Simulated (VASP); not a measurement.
Crystal: Ce.

```
Ce
1.0
     0.00000    2.33904    2.33904
     2.33904    0.00000    2.33904
     2.33904    2.33904    0.00000
Ce
1
Direct
  0.00000 0.00000 0.00000
```

Program: VASP 6.6.1. Alike in all runs: task single point; level r2SCAN; potentials or basis VASP PAW PBE potentials, release 64 (Ce); no spin polarisation; cell as given; cutoff (eV) 520.

Problem. Order these runs on this cell by their pressure, lowest first.
A. k mesh 4 × 4 × 4; smearing fermi-dirac 0.1 eV
B. k mesh 12 × 12 × 12; smearing fermi-dirac 0.3 eV
C. k mesh 12 × 12 × 12; smearing fermi-dirac 0.6 eV
D. k mesh 12 × 12 × 12; smearing fermi-dirac 0.2 eV

Solution. A (-0.7 GPa), D (1.1 GPa), B (3.3 GPa), C (9.8 GPa).

Caveats: some runs use coarse meshes; the PAW data sets were made with another functional, which shifts forces and pressure a little.
